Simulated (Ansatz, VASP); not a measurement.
**Ti3H: VASP beside Ansatz**

```
CELL_PARAMETERS angstrom
2.81935 0.00000 0.00000
-0.93978 2.65811 0.00000
0.00000 0.00000 21.32597
ATOMIC_POSITIONS crystal
Ti 0.50000 0.50000 0.18756
Ti 0.00000 0.00000 0.28927
Ti 0.50000 0.50000 0.39041
H 0.00000 0.00000 0.43402
```

Alike in both runs: task single point; functional PBE; k mesh 10 × 10 × 1; occupations gaussian, width 0.1 eV; no spin polarisation.

|  | VASP | Ansatz |
| --- | --- | --- |
| version | VASP 6.6.1 | Ansatz 0.2.0 |
| potentials or method | VASP PAW PBE potentials, release 64 (Ti_sv, H), cutoff 520 eV | scalar-relativistic, plane waves, PAW |
| valence electrons in the cell | 37 | 37 |

|  | VASP | Ansatz | Ansatz less VASP |
| --- | --- | --- | --- |
| gap on the k mesh at the Fermi level (eV) | none | none | - |
| rms of the force components (eV/Å) | 0.127 | 0.128 | +0.0003 |

Atom by atom the forces differ by 0.006 eV/Å (rms over components). A gap of «none» marks a metal or a gap that the smearing closes. With one functional, cell and mesh, what is left measures potentials, basis and numerics.
